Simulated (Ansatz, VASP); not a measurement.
# YSe: VASP beside Ansatz

```
Y Se
1.0
    -0.02875    2.86063    2.86063
     2.86063   -0.02875    2.86063
     2.86063    2.86063   -0.02875
Y Se
1 1
Cartesian
  0.0000 0.0000 0.0000
  2.8463 2.8463 2.8463
```

Change from the starting cell: equal xy, yz and zx shear strains of -1 %, PAW files.

Alike in both runs: task electric field gradients; functional LDA; k mesh 7 × 7 × 7; occupations fermi-dirac, width 0.03 eV; no spin polarisation.

|  | VASP | Ansatz |
| --- | --- | --- |
| version | VASP 6.6.1 | Ansatz 0.2.0 |
| potentials or method | VASP PAW LDA potentials, release 64 (Y_sv, Se) | PAW with Ansatz's default frozen-core files, scalar-relativistic |
| plane-wave cutoff (eV) | 520 | 420 |
| valence electrons in the cell | 17 | 27 |

Ansatz gave:

```
pressure (GPa)                                                : -4.6
traceless stress, the component that is largest in VASP (GPa) : 0.06
size of Vzz on the site where it differs most (V/Å²)          : 1.9
```

Problem. Estimate VASP's values.

Solution. Pressure (GPa): -4.5; traceless stress, the component that is largest in VASP (GPa): 0.06; size of Vzz on the site where it differs most (V/Å²): 1.7.

LDA's correlation is that of Perdew and Zunger in VASP and of Perdew and Wang (1992) in Ansatz. VASP's potentials hold 17 valence electrons a cell and Ansatz's 27, so a difference there can come from the potentials and not from the codes.
